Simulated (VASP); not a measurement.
# Mo3N in VASP: relaxation of the atoms with PBE

Aim: the relaxation of the atoms of Mo3N with PBE.

Program: VASP 6.6.1. These are calculated values, not measurements. Logs are shortened: lines on timing, memory, paths and dates and some standing lists are left out, and cuts for length are marked.

## Step 1: The cell of the first run

The cell holds a slab with vacuum, 8 atoms: a = 4.470 Å, b = 4.470 Å, c = 20.860 Å, α = 90.00°, β = 90.00°, γ = 120.00°.

## Step 2: Relaxation of the atoms, PBE

INCAR

```
SYSTEM = Mo3N
PREC = Accurate
ENCUT = 520
EDIFF = 1E-7
ISMEAR = 0
SIGMA = 0.1
LREAL = .False.
LASPH = .True.
NELM = 120
ALGO = Normal
ISIF = 2
LWAVE = .False.
LCHARG = .False.
LDIPOL = .True.
IDIPOL = 3
DIPOL = 0.5 0.5 0.352
GGA = PE
IBRION = 2
NSW = 36
EDIFFG = -0.025
GGA_COMPAT = .False.
NELMIN = 4
NELMDL = -8
KPAR = 4
```

KPOINTS

```
regular mesh
0
Gamma
  6 6 1
  0 0 0
```

POSCAR

```
Mo3N
1.0
    4.4695765303      0.0000000000      0.0000000000
   -2.2347882651      3.8707668194      0.0000000000
    0.0000000000      0.0000000000     20.8595667262
Mo N
6 2
Selective dynamics
Direct
    0.6666666667      0.3333333333      0.1917585371  F F F
    0.3333333333      0.6666666667      0.2354961900  F F F
    0.0000000000      0.0000000000      0.2792338429  F F F
    0.6666666667      0.3333333333      0.3191171057  F F F
    0.3333333333      0.6666666667      0.3580407041  F F F
    0.0000000000      0.0000000000      0.3959606081  F F F
    0.2222222222      0.1111111111      0.4916946193  F F T
    0.2222222222      0.1111111111      0.5444282170  F F T
```

Potentials or basis: VASP PAW PBE potentials, release 64 (Mo_sv, N).

The run is started by

```
cat potpaw_PBE.64/Mo_sv/POTCAR potpaw_PBE.64/N/POTCAR > POTCAR
mpirun -np 4 vasp_std > vasp.out
```

OUTCAR:

```text
SYSTEM = Mo3N
   PREC = Accurate
   ENCUT = 520
   EDIFF = 1E-7
   ISMEAR = 0
   LREAL = .False.
   LASPH = .True.
   NELM = 120
   ISIF = 2
   GGA = PE
   IBRION = 2
   NSW = 36
   EDIFFG = -0.025
   NELMIN = 4
   NELMDL = -8

 ion  position               nearest neighbor table
   1  0.667  0.333  0.192-   4 2.66   2 2.74   2 2.74   2 2.74   3 3.16   3 3.16   3 3.16
   2  0.333  0.667  0.235-   5 2.56   3 2.74   1 2.74   1 2.74   3 2.74   3 2.74   1 2.74   4 3.11
                             4 3.11   4 3.11
   3  0.000  0.000  0.279-   6 2.43   4 2.71   4 2.71   4 2.71   2 2.74   2 2.74   2 2.74   5 3.06
                             5 3.06   5 3.06   1 3.16   1 3.16   1 3.16
   4  0.667  0.333  0.319-   1 2.66   5 2.71   5 2.71   5 2.71   3 2.71   3 2.71   3 2.71   6 3.04
                             6 3.04   6 3.04   2 3.11   2 3.11   2 3.11
   5  0.333  0.667  0.358-   2 2.56   6 2.70   6 2.70   6 2.70   4 2.71   4 2.71   4 2.71   3 3.06
                             3 3.06   3 3.06
   6  0.000  0.000  0.396-   7 2.17   3 2.43   5 2.70   5 2.70   5 2.70   4 3.04   4 3.04   4 3.04

   7  0.222  0.111  0.492-   8 1.10   6 2.17
   8  0.222  0.111  0.544-   7 1.10

  LATTYP: Found a hexagonal cell.
 ALAT       =     4.4695765303
 C/A-ratio  =     4.6670118712

  Lattice vectors:

 A1 = (   4.4695765303,   0.0000000000,   0.0000000000)
 A2 = (  -2.2347882651,   3.8707668194,   0.0000000000)
 A3 = (   0.0000000000,   0.0000000000,  20.8595667262)

Analysis of symmetry for initial positions (statically):
=====================================================================
 Subroutine PRICEL returns:
 Original cell was already a primitive cell.

 Routine SETGRP: Setting up the symmetry group for a
 hexagonal supercell.

 Subroutine GETGRP returns: Found  2 space group operations
 (whereof  2 operations were pure point group operations)
 out of a pool of 24 trial point group operations.

The static configuration has the point symmetry C_1h.

Analysis of symmetry for dynamics (positions and initial velocities):
=====================================================================
 Subroutine PRICEL returns:
 Original cell was already a primitive cell.

 Routine SETGRP: Setting up the symmetry group for a
 hexagonal supercell.

 Subroutine GETGRP returns: Found  2 space group operations
 (whereof  2 operations were pure point group operations)
 out of a pool of 24 trial point group operations.

The dynamic configuration has the point symmetry C_1h.

Analysis of constrained symmetry for selective dynamics:
=====================================================================
 Subroutine PRICEL returns:
 Original cell was already a primitive cell.

 Routine SETGRP: Setting up the symmetry group for a
 hexagonal supercell.

 Subroutine GETGRP returns: Found  2 space group operations
 (whereof  2 operations were pure point group operations)
 out of a pool of 24 trial point group operations.

The constrained configuration has the point symmetry C_1h.

 Subroutine INISYM returns: Found  2 space group operations
 (whereof  2 operations are pure point group operations),
 and found     1 'primitive' translations

----------------------------------------------------------------------------------------

                                     Primitive cell

  volume of cell :     360.8849

  direct lattice vectors                    reciprocal lattice vectors
     4.469576530  0.000000000  0.000000000     0.223734842  0.129173371  0.000000000
    -2.234788265  3.870766819  0.000000000     0.000000000  0.258346743  0.000000000
     0.000000000  0.000000000 20.859566726     0.000000000  0.000000000  0.047939634

  length of vectors
     4.469576530  4.469576530 20.859566726     0.258346743  0.258346743  0.047939634

  position of ions in fractional coordinates (direct lattice)
     0.666666667  0.333333333  0.191758537
     0.333333333  0.666666667  0.235496190
     0.000000000  0.000000000  0.279233843
     0.666666667  0.333333333  0.319117106
     0.333333333  0.666666667  0.358040704
     0.000000000  0.000000000  0.395960608
     0.222222222  0.111111111  0.491694619
     0.222222222  0.111111111  0.544428217

  ion indices of the primitive-cell ions
   primitive index   ion index
                 1           1
                 2           2
                 3           3
                 4           4
                 5           5
                 6           6
                 7           7
                 8           8

----------------------------------------------------------------------------------------

 KPOINTS: regular mesh

Automatic generation of k-mesh.
 Grid dimensions read from file:
 generate k-points for:    6    6    1

 Generating k-lattice:

  Cartesian coordinates                     Fractional coordinates (reciprocal lattice)
     0.037289140  0.021528895  0.000000000     0.166666667  0.000000000  0.000000000
     0.000000000  0.043057790  0.000000000     0.000000000  0.166666667  0.000000000
     0.000000000  0.000000000  0.047939634     0.000000000  0.000000000  1.000000000

  Length of vectors
     0.043057790  0.043057790  0.047939634

  Shift w.r.t. Gamma in fractional coordinates (k-lattice)
     0.000000000  0.000000000  0.000000000

 Subroutine IBZKPT returns following result:
 ===========================================

 Found     13 irreducible k-points:

 Following reciprocal coordinates:
            Coordinates               Weight
  0.000000  0.000000  0.000000      1.000000
  0.166667 -0.000000  0.000000      2.000000
  0.000000  0.166667  0.000000      4.000000
  0.333333  0.000000  0.000000      2.000000
  0.000000  0.333333  0.000000      4.000000
  0.500000  0.000000  0.000000      1.000000
  0.000000  0.500000  0.000000      2.000000
  0.166667  0.166667  0.000000      4.000000
 -0.166667  0.333333  0.000000      2.000000
  0.333333  0.166667  0.000000      4.000000
 -0.166667  0.500000  0.000000      4.000000
  0.500000  0.333333  0.000000      4.000000
  0.333333  0.333333  0.000000      2.000000
   k-points           NKPTS =     13   k-points in BZ     NKDIM =     13   number of bands    NBANDS=     56
   number of dos      NEDOS =    301   number of ions     NIONS =      8
   total plane-waves  NPLWV = 207360
   dimension x,y,z NGX =    36 NGY =   36 NGZ =  160
   dimension x,y,z NGXF=    72 NGYF=   72 NGZF=  320
   ions per type =               6   2
   NGX,Y,Z   is equivalent  to a cutoff of  13.39, 13.39, 12.75 a.u.
   NGXF,Y,Z  is equivalent  to a cutoff of  26.78, 26.78, 25.50 a.u.
 SYSTEM =  Mo3N
   PREC   = accura    normal or accurate (medium, high low for compatibility)
   ISTART =      0    job   : 0-new  1-cont  2-samecut
   ICHARG =      2    charge: 1-file 2-atom 10-const
   ISPIN  =      1    spin polarized calculation?
   LNONCOLLINEAR =      F non collinear calculations
   LSORBIT =      F    spin-orbit coupling
   LASPH  =      T    aspherical Exc in radial PAW
   ENCUT  =  520.0 eV  38.22 Ry    6.18 a.u.   8.31  8.31 38.78*2*pi/ulx,y,z
   NELM   =    120;   NELMIN=  4; NELMDL= -8     # of ELM steps
   EDIFF  = 0.1E-06   stopping-criterion for ELM
   LREAL  =      F    real-space projection
   EDIFFG = -.3E-01   stopping-criterion for IOM
   NSW    =     36    number of steps for IOM
   IBRION =      2    ionic relax: 0-MD 1-quasi-New 2-CG
   NFREE  =      1    steps in history (QN), initial steepest desc. (CG)
   ISIF   =      2    stress and relaxation
   ISYM   =      2    0-nonsym 1-usesym 2-fastsym
   POTIM  = 0.5000    time-step for ionic-motion
   TEBEG  =    0.0;   TEEND  =   0.0 temperature during run
   PSTRESS=    0.0 pullay stress
   NELECT =      94.0000    total number of electrons
   NUPDOWN=      -1.0000    fix difference up-down
   EMIN   =  10.00;   EMAX   =-10.00  energy-range for DOS
   EFERMI =   0.00;   METHOD = LEGACY
   ISMEAR =     0;   SIGMA  =   0.10  broadening in eV -4-tet -1-fermi 0-gaus
   EFERMI_NEDOS =   21; number of points for ismear=-14 and -15
   IALGO  =     38    algorithm
   IMIX   =      4    mixing-type and parameters
     AMIX     =   0.40;   BMIX     =  1.00
     AMIX_MAG =   1.60;   BMIX_MAG =  1.00
  volume/ion in A,a.u.               =      45.11       304.42
  Fermi-wavevector in a.u.,A,eV,Ry     =   1.045509  1.975726 14.872388  1.093090
  Thomas-Fermi vector in A             =   2.180308
   LORBIT       =      0    0 simple, 1 ext, 2 COOP (PROOUT), +10 PAW based schemes
   GGA     = PE    functional components
   LHFCALC =     F    Hartree Fock is set to
   AEXX    =    0.0000 exact exchange contribution
   IVDW    =     0    specifies the selected vdW correction
   LEPSILON=     F    determine dielectric tensor
   LRPA    =     F    only Hartree local field effects (RPA)
 conjugate gradient relaxation of ions
 non-spin polarized calculation
 Gauss-broadening in eV      SIGMA  =   0.10
  energy-cutoff  :      520.00
  volume of cell :      360.88
 maximum number of plane-waves:      9745
 NGX is ok and might be reduce to    36
   NGX = 17   NGY = 17   NGZ = 77

 dipolmoment           0.000000      0.000000     -0.672227 electrons x Angstroem

--------------------------------------- Ionic step        1  -------------------------------------------

 number of electron      94.0000012 magnetization

 Free energy of the ion-electron system (eV)
  ---------------------------------------------------
  ext. energy  EPLUGINS =         0.00000000
  ---------------------------------------------------
  free energy    TOTEN  =       -75.71802040 eV

  energy without entropy =      -75.67468696  energy(sigma->0) =      -75.69635368

------------------------ aborting loop because EDIFF is reached ----------------------------------------

  FORCE on cell =-STRESS in cart. coord.  units (eV):
  Direction    XX          YY          ZZ          XY          YZ          ZX
  --------------------------------------------------------------------------------------
  -------------------------------------------------------------------------------------
  Total       -4.9957043     -5.2396998      5.4610982      0.2113062     -0.0877790     -0.1520339
  in kB      -22.1788303    -23.2620676     24.2449838      0.9381110     -0.3897020     -0.6749666
  external PRESSURE =      -7.0653047 kB  Pullay stress =       0.0000000 kB
[... 195 lines left out ...]
  energy  without entropy=      -75.7445508808  energy(sigma->0) =      -75.76613643

--------------------------------------- Ionic step        6  -------------------------------------------

 number of electron      94.0000012 magnetization

 dipolmoment           0.000000      0.000000      0.134979 electrons x Angstroem

 Free energy of the ion-electron system (eV)
  ---------------------------------------------------
  ext. energy  EPLUGINS =         0.00000000
  ---------------------------------------------------
  free energy    TOTEN  =       -75.78793486 eV

  energy without entropy =      -75.74475549  energy(sigma->0) =      -75.76634518

 E-fermi :   0.6996     XC(G=0):  -5.1909

 val. band max:        0.6994705363   @ k =   0.0000   0.5000   0.0000
 cond. band min:       0.7079934410   @ k =  -0.1667   0.5000   0.0000
 fundamental gap:      0.0085229047
 Fermi energy:         0.6996270241

 k-point     1 :       0.0000    0.0000    0.0000
  band No.  band energies     occupation
      1     -60.4471      2.00000
      2     -60.2113      2.00000
      3     -60.1680      2.00000
      4     -60.1562      2.00000
      5     -60.0097      2.00000
      6     -59.9537      2.00000
[... 756 lines left out ...]
     55       2.1113      0.00000
     56       2.3219      0.00000

------------------------ aborting loop because EDIFF is reached ----------------------------------------

 vacuum level on the upper side and lower side of the slab       (xc-potential included)         0.684        -0.692

  FORCE on cell =-STRESS in cart. coord.  units (eV):
  Direction    XX          YY          ZZ          XY          YZ          ZX
  --------------------------------------------------------------------------------------
  -------------------------------------------------------------------------------------
  Total       -4.9685253     -5.2285997      0.3791217      0.2252311     -0.1028614     -0.1781574
  in kB      -22.0581667    -23.2127880      1.6831414      0.9999314     -0.4566614     -0.7909442
  external PRESSURE =     -14.5292711 kB  Pullay stress =       0.0000000 kB

 VOLUME and BASIS-vectors are now :
 -----------------------------------------------------------------------------
  energy-cutoff  :      520.00
  volume of cell :      360.88
      direct lattice vectors                 reciprocal lattice vectors
     4.469576530  0.000000000  0.000000000     0.223734842  0.129173371  0.000000000
    -2.234788265  3.870766819  0.000000000     0.000000000  0.258346743  0.000000000
     0.000000000  0.000000000 20.859566726     0.000000000  0.000000000  0.047939634
[... 14 lines left out ...]
  FREE ENERGIE OF THE ION-ELECTRON SYSTEM (eV)
  ---------------------------------------------------
  free  energy   TOTEN  =       -75.7879348647 eV

  energy  without entropy=      -75.7447554868  energy(sigma->0) =      -75.76634518

 reached required accuracy - stopping structural energy minimisation

 vacuum level on the upper side and lower side of the slab         5.554         4.142
```

Wall time 20 min (4 MPI ranks of Intel Xeon Platinum 8259CL at 2.50GHz (Skylake/Cascade Lake), shared host); peak memory 0.63 GiB.

What came out:

```
Free energy               : -75.7879 eV
Energy gained by relaxing : 8.7 meV/atom
Ionic steps               : 6
Band gap on the k mesh    : 0.01 eV (least direct gap 0.05 eV)
```

The path:
| step | energy change (eV) | largest force on free atoms (eV/Å) | pressure (GPa) |
| --- | --- | --- | --- |
| 1 | 0.0000 | 4.5844 | -0.71 |
| 2 | 3.6942 | 10.9759 | -3.91 |
| 3 | 0.3867 | 8.1834 | -2.96 |
| 4 | -0.0573 | 1.6942 | -1.75 |
| 5 | -0.0697 | 0.2453 | -1.49 |
| 6 | -0.0699 | 0.0219 | -1.45 |

Final structure:
```cif
data_structure
_symmetry_space_group_name_H-M 'P 1'
_symmetry_Int_Tables_number 1
_cell_length_a 4.4696
_cell_length_b 4.4696
_cell_length_c 20.8596
_cell_angle_alpha 90.000
_cell_angle_beta 90.000
_cell_angle_gamma 120.000
_cell_volume 360.88
loop_
_atom_site_label
_atom_site_type_symbol
_atom_site_fract_x
_atom_site_fract_y
_atom_site_fract_z
_atom_site_occupancy
Mo1 Mo 0.66667 0.33333 0.19176 1
Mo2 Mo 0.33333 0.66667 0.23550 1
Mo3 Mo 0.00000 0.00000 0.27923 1
Mo4 Mo 0.66667 0.33333 0.31912 1
Mo5 Mo 0.33333 0.66667 0.35804 1
Mo6 Mo 0.00000 0.00000 0.39596 1
N1 N 0.22222 0.11111 0.49093 1
N2 N 0.22222 0.11111 0.54521 1
```

Levels at points of the mesh, in eV from the valence-band top:
```
           k point  band 43  band 44  band 45  band 46  band 47  band 48  band 49  band 50  band 51  band 52
(0.00, 0.00, 0.00)    -1.25    -1.25    -1.23    -1.22    -0.77     0.16     0.66     1.12     1.16     1.21
(0.50, 0.00, 0.00)    -1.45    -1.34    -0.71    -0.07    -0.06     0.03     0.13     0.60     1.21     1.44
(0.00, 0.50, 0.00)    -1.44    -1.21    -0.55    -0.53     0.00     0.05     0.27     0.70     1.11     1.43
```

Caveat: the standard files for N, O and F lose accuracy on very short bonds.
